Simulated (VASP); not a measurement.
Input of a VASP 6.6.1 run:

File POSCAR:

```
KTaO3
1.0
    4.0296399297      0.0000000000      0.0000000000
    0.0000000000      4.0296399297      0.0000000000
    0.0000000000      0.0000000000      4.0296399297
K Ta O
1 1 3
Direct
    0.0000000000      0.0000000000      0.0000000000
    0.5000000000      0.5000000000      0.5000000000
    0.5000000000      0.5000000000      0.0000000000
    0.5000000000      0.0000000000      0.5000000000
    0.0000000000      0.5000000000      0.5000000000
```

The input INCAR.step1:

```
PREC = Accurate
ENCUT = 660
ISMEAR = 0
SIGMA = 0.01
LREAL = False
LASPH = True
NELM = 120
NBANDS = 28
GGA = PE
ALGO = Normal
EDIFF = 1E-5
LWAVE = True
LCHARG = False
GGA_COMPAT = False
```

INCAR.step2

```
PREC = Accurate
ENCUT = 660
EDIFF = 1E-6
ISMEAR = 0
SIGMA = 0.01
LREAL = False
LASPH = True
NELM = 120
ALGO = Normal
ISIF = 2
LWAVE = False
LCHARG = False
METAGGA = R2SCAN
LMIXTAU = True
NBANDS = 28
ISTART = 1
GGA_COMPAT = False
```

Contents of KPOINTS:

```
regular mesh
0
Gamma
  6 6 6
```

Potentials or basis: VASP PAW PBE potentials, release 64 (K_sv, Ta_sv_GW, O).

Run with:

```console
$ cat potpaw_PBE.64/K_sv/POTCAR potpaw_PBE.64/Ta_sv_GW/POTCAR potpaw_PBE.64/O/POTCAR > POTCAR
$ cp INCAR.step1 INCAR
$ mpirun -np 1 vasp_std > vasp.out
$ cp INCAR.step2 INCAR
$ mpirun -np 1 vasp_std > vasp.out
```

Q: What does it give for the pressure?

A: -5.9 GPa.

Q: What does it give for the band gap on the k mesh?

A: 2.53 eV, indirect (least direct gap 3.20 eV).

Caveat: the PAW data sets were made with another functional, which shifts forces and pressure a little; spin-orbit coupling is left out, which moves the levels of the heavy elements. A k mesh can miss the band edges.
